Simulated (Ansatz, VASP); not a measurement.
**Two plane-wave programs on Ti8Al23**

```
Ti Al
1.0
     7.68950    0.00000    0.00000
     0.00000    7.68950    0.00000
     0.00000    0.00000    8.62372
Ti Al
8 23
Direct
  0.00038 0.00435 0.99964
  0.23714 0.24971 0.50560
  0.00032 0.49518 0.99963
  0.25496 0.74975 0.50108
  0.50033 0.98661 0.99511
  0.76356 0.24973 0.50563
  0.50034 0.51291 0.99510
  0.74572 0.74973 0.50108
  0.00034 0.99301 0.49804
  0.26072 0.24978 0.00817
  0.00034 0.24977 0.25042
  0.25026 0.99959 0.75033
  0.00037 0.24977 0.75402
  0.25813 0.00757 0.25038
  0.00036 0.50648 0.49797
  0.24366 0.74974 0.00270
  0.00039 0.74982 0.25035
  0.25018 0.49989 0.75032
  0.00033 0.74976 0.75038
  0.25822 0.49189 0.25035
  0.50034 0.01014 0.49252
  0.73997 0.24975 0.00819
  0.75047 0.99962 0.75037
  0.50033 0.24976 0.75033
  0.74253 0.00756 0.25036
  0.50033 0.48932 0.49249
  0.75704 0.74977 0.00268
  0.50035 0.74977 0.25029
  0.75048 0.49986 0.75029
  0.50036 0.74974 0.74671
  0.74259 0.49200 0.25037
```

Alike in both runs: functional PBE; k mesh 1 × 1 × 1; occupations methfessel-paxton of order 1, width 0.1 eV; no spin polarisation.

Ansatz relaxed the structure, and its values are those at the end. VASP's run is a single point on that final structure, the one shown.

|  | VASP | Ansatz |
| --- | --- | --- |
| version | VASP 6.6.1 | Ansatz 0.2.0 |
| potentials or method | VASP PAW PBE potentials, release 64 (Ti_sv, Al), cutoff 520 eV | plane-wave PAW DFT |
| valence electrons in the cell | 165 | 165 |

|  | VASP | Ansatz | Ansatz less VASP |
| --- | --- | --- | --- |
| rms of the force components (eV/Å) | 0.005 | 0.003 | -0.0023 |

With one functional, cell and mesh, what is left measures potentials, basis and numerics.
